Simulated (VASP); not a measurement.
A run of VASP 6.6.1 is set up as follows.

File INCAR:

```
SYSTEM = Si2W
ALGO = Normal ; EDIFF = 1E-8
ENCUT = 520 ; GGA = PE
ISIF = 2 ; ISMEAR = -1
LASPH = .TRUE. ; LCHARG = .FALSE.
LEFG = .TRUE. ; LREAL = .FALSE.
LWAVE = .FALSE. ; NBANDS = 18
NELM = 80 ; PREC = Accurate
SIGMA = 0.05
```

KPOINTS

```
k-points
0
G
  11 11 14
  0 0 0
```

POSCAR

```
Si2W
1.0
   -1.5505400000      1.6293400000      3.9400000000
    1.6293400000     -1.5505400000      3.9400000000
    1.5826600000      1.5826600000     -3.9078800000
Si W
2 1
Direct
    0.3330000000      0.3330000000      0.0000000000
    0.6670000000      0.6670000000      0.0000000000
    0.0000000000      0.0000000000      0.0000000000
```

Potentials or basis: VASP PAW PBE potentials, release 64 (Si, W_sv).

Command:

```console
$ cat potpaw_PBE.64/Si/POTCAR potpaw_PBE.64/W_sv/POTCAR > POTCAR
$ mpirun -np 1 vasp_std > vasp.out
```

(1) Predict the band gap on the k mesh.

(2) Predict the pressure.

(3) Predict the largest force.

## Answers

(1) zero (band 11 reaches 12.58 eV, above the bottom of band 12 at 11.42 eV).

(2) 2.1 GPa.

(3) 0.206 eV/Å.

Caveat: the cell differs from its parent crystal (equal xy, yz and zx shear strains of +2 %); without QUAD_EFG the Cq values of the log hold for a quadrupole moment of 1 mb, not for the nuclei; spin-orbit coupling is left out, which moves the levels of the heavy elements.
